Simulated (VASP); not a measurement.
Ge, 4 atoms in the cell. The cell holds a slab with vacuum, 4 atoms: a = 4.023 Å, b = 4.023 Å, c = 18.869 Å, α = 90.00°, β = 90.00°, γ = 120.00°.  This cell differs from its parent crystal: layers slid over each other.

| Quantity | Value |
| --- | --- |
| Program | VASP 6.6.1 |
| Task | single point |
| Functional | PBE |
| Dispersion | D3(BJ) |
| Potentials or basis | VASP PAW PBE potentials, release 64 (Ge_d) |
| Cutoff | 520 eV |
| k mesh | 9 × 9 × 1 |
| Occupations | gaussian, width 0.1 eV |
| Spin | no spin polarisation |
| Dipole correction | yes |
| Further INCAR settings | ALGO = Normal; EDIFF = 1e-06; NBANDS = 36 |

Potentials or basis: VASP PAW PBE potentials, release 64 (Ge_d).

The run is started by

```console
$ cat potpaw_PBE.64/Ge_d/POTCAR > POTCAR
$ mpirun -np 1 vasp_std > vasp.out
```

Hardware: 1 thread of Intel Xeon 8259CL, with other jobs on the host.

Question: Estimate the wall time of this run.

Answer: Run time: 7.9 min on 1 thread of Intel Xeon 8259CL (shared host), peak memory 0.46 GiB. Counts: scf iterations 21, k points 25.
